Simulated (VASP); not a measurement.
# Ca (Im-3m) in VASP: notebook, part 2 of 2

VASP 6.6.1. Earlier steps stand in the parts before.

### 3 Relaxation of cell and atoms, PBE, target pressure 51 GPa, at which the enthalpy is minimised

This run uses another cell than the first one, of 17.75 Å³/atom.

Input file INCAR:

```
ALGO = Normal
EDIFF = 1E-7
EDIFFG = -0.005
ENCUT = 600
GGA = PE
IBRION = 2
ISIF = 3
ISMEAR = -1
LASPH = T
LCHARG = F
LREAL = F
LWAVE = F
NELM = 80
NSW = 60
PREC = Accurate
PSTRESS = 510.0
SIGMA = 0.1
```

Input file KPOINTS:

```
k-points
0
Gamma
  16 16 16
```

Input file POSCAR:

```
Ca
1.0
   -1.6434337448      1.6434337448      1.6434337448
    1.6434337448     -1.6434337448      1.6434337448
    1.6434337448      1.6434337448     -1.6434337448
Ca
1
Direct
    0.0000000000      0.0000000000      0.0000000000
```

Potentials or basis: VASP PAW PBE potentials, release 64 (Ca_sv).

The run is started by

```bash
$ cat potpaw_PBE.64/Ca_sv/POTCAR > POTCAR
$ mpirun -np 1 vasp_std > vasp.out
```

OUTCAR:

```text
EDIFF = 1E-7
   EDIFFG = -0.005
   ENCUT = 600
   GGA = PE
   IBRION = 2
   ISIF = 3
   ISMEAR = -1
   LASPH = T
   LREAL = F
   NELM = 80
   NSW = 60
   PREC = Accurate
   PSTRESS = 510.0

 ion  position               nearest neighbor table
   1  0.000  0.000  0.000-

  LATTYP: Found a body centered cubic cell.
 ALAT       =     3.2868674896

  Lattice vectors:

 A1 = (  -1.6434337448,   1.6434337448,   1.6434337448)
 A2 = (   1.6434337448,  -1.6434337448,   1.6434337448)
 A3 = (   1.6434337448,   1.6434337448,  -1.6434337448)

Analysis of symmetry for initial positions (statically):
=====================================================================
 Subroutine PRICEL returns:
 Original cell was already a primitive cell.

 Routine SETGRP: Setting up the symmetry group for a
 body centered cubic supercell.

 Subroutine GETGRP returns: Found 48 space group operations
 (whereof 48 operations were pure point group operations)
 out of a pool of 48 trial point group operations.

The static configuration has the point symmetry O_h .

Analysis of symmetry for dynamics (positions and initial velocities):
=====================================================================
 Subroutine PRICEL returns:
 Original cell was already a primitive cell.

 Routine SETGRP: Setting up the symmetry group for a
 body centered cubic supercell.

 Subroutine GETGRP returns: Found 48 space group operations
 (whereof 48 operations were pure point group operations)
 out of a pool of 48 trial point group operations.

The dynamic configuration has the point symmetry O_h .

 Subroutine INISYM returns: Found 48 space group operations
 (whereof 48 operations are pure point group operations),
 and found     1 'primitive' translations

[... 123 lines left out ...]
 conjugate gradient relaxation of ions
 non-spin polarized calculation
  energy-cutoff  :      600.00
  volume of cell :       17.75
 maximum number of plane-waves:       610
   NGX = 11   NGY = 11   NGZ = 11

--------------------------------------- Ionic step        1  -------------------------------------------

 number of electron      10.0000000 magnetization

 Free energy of the ion-electron system (eV)
  ---------------------------------------------------
  ext. energy  EPLUGINS =         0.00000000
  ---------------------------------------------------
  free energy    TOTEN  =         0.29091715 eV

  energy without entropy =        0.31421908  energy(sigma->0) =        0.30256811

------------------------ aborting loop because EDIFF is reached ----------------------------------------

  FORCE on cell =-STRESS in cart. coord.  units (eV):
  Direction    XX          YY          ZZ          XY          YZ          ZX
  --------------------------------------------------------------------------------------
  -------------------------------------------------------------------------------------
  Total        5.7422656      5.7422656      5.7422656      0.0000000      0.0000000      0.0000000
  in kB      518.1759711    518.1759711    518.1759711      0.0000000      0.0000000      0.0000000
  external PRESSURE =       8.1759711 kB  Pullay stress =     510.0000000 kB
[... 61 lines left out ...]
--------------------------------------- Ionic step        3  -------------------------------------------

 number of electron       9.9999999 magnetization

 Free energy of the ion-electron system (eV)
  ---------------------------------------------------
  ext. energy  EPLUGINS =         0.00000000
  ---------------------------------------------------
  free energy    TOTEN  =         0.25358170 eV

  energy without entropy =        0.27692646  energy(sigma->0) =        0.26525408

 E-fermi :   6.5768     XC(G=0): -10.9792

 val. band max:        6.5672079392   @ k =   0.1875   0.1875   0.1250
 cond. band min:       6.5961974758   @ k =  -0.3750  -0.4375   0.1250
 fundamental gap:      0.0289895366
 Fermi energy:         6.5768313595

 k-point     1 :       0.0000    0.0000    0.0000
  band No.  band energies     occupation
      1     -34.1306      2.00000
      2     -14.0743      2.00000
      3     -14.0743      2.00000
      4     -14.0743      2.00000
      5       2.1213      2.00000
      6      10.0105      0.00000
      7      10.0105      0.00000
      8      10.0105      0.00000
      9      12.3847      0.00000
[... 265 lines left out ...]
 k-point    24 :       0.2500    0.1875   -0.0000
  band No.  band energies     occupation
      1     -33.7051      2.00000
      2     -15.6525      2.00000
      3     -14.7056      2.00000
      4     -14.2506      2.00000
      5       5.7956      1.99919
      6       7.6687      0.00004
      7       8.4337      0.00000
      8      11.9889      0.00000
      9      13.3135      0.00000

 [... further k-points ...]

------------------------ aborting loop because EDIFF is reached ----------------------------------------

  FORCE on cell =-STRESS in cart. coord.  units (eV):
  Direction    XX          YY          ZZ          XY          YZ          ZX
  --------------------------------------------------------------------------------------
  -------------------------------------------------------------------------------------
  Total        5.6884328      5.6884328      5.6884328     -0.0000000      0.0000000     -0.0000000
  in kB      509.9757744    509.9757744    509.9757744     -0.0000000      0.0000000     -0.0000000
  external PRESSURE =      -0.0242256 kB  Pullay stress =     510.0000000 kB
[... 20 lines left out ...]
  energy  without entropy=        0.2769264644  energy(sigma->0) =        0.26525408

  enthalpy is  TOTEN    =         5.9422847143 eV   P V=        5.6887030147

 reached required accuracy - stopping structural energy minimisation
```

OSZICAR:

```text
N       E                     dE             d eps       ncg     rms          rms(c)
DAV:   1     0.712453739286E+02    0.71245E+02   -0.63620E+03  2610   0.129E+03
DAV:   2     0.167371888367E+01   -0.69572E+02   -0.68795E+02  2673   0.266E+02
DAV:   3     0.306744368410E+00   -0.13670E+01   -0.13405E+01  3558   0.379E+01
[... 26 lines left out ...]
DAV:   5     0.253589908929E+00   -0.11474E-03   -0.18979E-04  3824   0.640E-02    0.171E-02
DAV:   6     0.253580942564E+00   -0.89664E-05   -0.14184E-05  4219   0.246E-02    0.424E-03
DAV:   7     0.253581395837E+00    0.45327E-06   -0.17846E-06  3579   0.765E-03    0.165E-03
DAV:   8     0.253581682314E+00    0.28648E-06   -0.21916E-07  3171   0.416E-03    0.147E-04
DAV:   9     0.253581699598E+00    0.17284E-07   -0.79120E-09  1320   0.700E-04
   3 F= 0.59422847E+01 E0= 0.59539571E+01  d E =-.294492E-03
```

It took 35 s on 1 thread of Intel Xeon Platinum 8375C at 2.90GHz (Ice Lake), shared host; peak memory 0.17 GiB.

Results:

* Free energy: 0.2536 eV
* Relaxed volume: 17.87 Å³/atom
* Relaxed cell: a = 2.853 Å, b = 2.853 Å, c = 2.853 Å, α = 109.47°, β = 109.47°, γ = 109.47°
* Space group after relaxing (to 0.1 Å): Im-3m (No. 229)
* Energy change on relaxing (the run minimises the enthalpy): -37.3 meV/atom
* Ionic steps: 3
* Pressure after relaxing: 51.0 GPa
* Band gap on the k mesh: zero (bands 5 and 6 overlap by 2.86 eV)

The path:
| step | energy change (eV) | largest force (eV/Å) | pressure (GPa) | volume (Å³) |
| --- | --- | --- | --- | --- |
| 1 | 0.0000 | 0.0000 | 51.82 | 17.75 |
| 2 | -0.0744 | 0.0000 | 50.19 | 17.99 |
| 3 | -0.0373 | 0.0000 | 51.00 | 17.87 |

Final structure:
```
Ca
1.0
    -1.64702    1.64702    1.64702
     1.64702   -1.64702    1.64702
     1.64702    1.64702   -1.64702
Ca
1
Direct
  0.00000 0.00000 0.00000
```

Levels at points of the mesh, in eV from the Fermi level:
```
           k point  band 3  band 4  band 5  band 6  band 7  band 8
(0.00, 0.00, 0.00)  -20.65  -20.65   -4.46    3.43    3.43    3.43
(0.50, 0.00, 0.00)  -21.22  -20.69   -1.62    1.16    3.22    6.07
(0.50, 0.50, 0.50)  -21.92  -21.92   -1.74   -1.74    8.13    8.13
```

Caveat: the cell is relaxed towards a set pressure, so the run minimises the enthalpy, not the energy.

### 4 Relaxation of cell and atoms, PBE, target pressure 51 GPa, at which the enthalpy is minimised

Input file INCAR:

```
PREC     = Accurate       # precision mode
ENCUT    = 600            # plane-wave cutoff, eV
EDIFF    = 1E-6           # SCF threshold, eV
ISMEAR   = -1             # smearing method
SIGMA    = 0.1            # smearing width, eV
LREAL    = F              # projectors in reciprocal space
LASPH    = T              # aspherical terms in the spheres
NELM     = 60             # most SCF steps
ALGO     = Normal         # electronic algorithm
ISIF     = 3              # what is computed and relaxed
LWAVE    = F              # write WAVECAR
LCHARG   = F              # write CHGCAR
GGA      = PE             # functional
IBRION   = 2              # ionic algorithm
NSW      = 32             # ionic steps
EDIFFG   = -0.005         # ionic threshold
PSTRESS  = 510.0
```

Input file KPOINTS:

```
Automatic mesh
0
Gamma
  16 16 16
```

Input file POSCAR:

```
Ca
1.0
   -1.6457809785      1.6457809785      1.6457809785
    1.6457809785     -1.6457809785      1.6457809785
    1.6457809785      1.6457809785     -1.6457809785
Ca
1
Direct
    0.0000000000      0.0000000000      0.0000000000
```

The run is started by

```bash
$ cat potpaw_PBE.64/Ca_sv/POTCAR > POTCAR
$ mpirun -np 1 vasp_std > vasp.out
```

It took 30 s on 1 thread of Intel Xeon Platinum 8375C at 2.90GHz (Ice Lake), shared host; peak memory 0.17 GiB.

It converged, with:

| Quantity | Value |
| --- | --- |
| Free energy | 0.2533 eV |
| Relaxed volume | 17.87 Å³/atom |
| Relaxed cell | a = 2.853 Å, b = 2.853 Å, c = 2.853 Å, α = 109.47°, β = 109.47°, γ = 109.47° |
| Space group after relaxing (to 0.1 Å) | Im-3m (No. 229) |
| Energy change on relaxing (the run minimises the enthalpy) | -13.1 meV/atom |
| Ionic steps | 3 |
| Pressure after relaxing | 51.0 GPa |
| Band gap on the k mesh | zero (bands 5 and 6 overlap by 2.86 eV) |

Step by step:
| step | energy change (eV) | largest force (eV/Å) | pressure (GPa) | volume (Å³) |
| --- | --- | --- | --- | --- |
| 1 | 0.0000 | 0.0000 | 51.26 | 17.83 |
| 2 | -0.0236 | 0.0000 | 50.75 | 17.90 |
| 3 | -0.0131 | 0.0000 | 50.99 | 17.87 |

Final structure:
```
Ca
1.0
    -1.64704    1.64704    1.64704
     1.64704   -1.64704    1.64704
     1.64704    1.64704   -1.64704
Ca
1
Direct
  0.00000 0.00000 0.00000
```

Levels at points of the mesh, in eV from the Fermi level:
```csv
k point,band 3,band 4,band 5,band 6,band 7,band 8
"(0.00, 0.00, 0.00)",-20.65,-20.65,-4.46,3.43,3.43,3.43
"(0.50, 0.00, 0.00)",-21.22,-20.69,-1.62,1.16,3.22,6.06
"(0.50, 0.50, 0.50)",-21.92,-21.92,-1.74,-1.74,8.13,8.13
```

Caveat: the cell is relaxed towards a set pressure, so the run minimises the enthalpy, not the energy.

### 5 Summary

| task | cell | cutoff (eV) | gap on the mesh (eV) | pressure (GPa) |
| --- | --- | --- | --- | --- |
| single point | a = 2.851 Å, angles 109.5°, 1 atom | 520 | none | 51.2 |
| relaxation of cell and atoms | relaxed to 51 GPa from a = 2.847 Å, angles 109.5°, 1 atom | 600 | none | 51.0 |
| relaxation of cell and atoms | relaxed to 51 GPa from a = 2.851 Å, angles 109.5°, 1 atom | 600 | none | 51.0 |

Alike in all rows: level PBE; potentials or basis VASP PAW PBE potentials, release 64 (Ca_sv); no spin polarisation; k mesh 16 × 16 × 16; smearing fermi-dirac 0.1 eV.

Caveats: the cell is relaxed towards a set pressure, so the run minimises the enthalpy, not the energy (at least some runs); the cell stands under pressure (at least some runs).

Absolute energies hang on the potentials; compare differences alone.
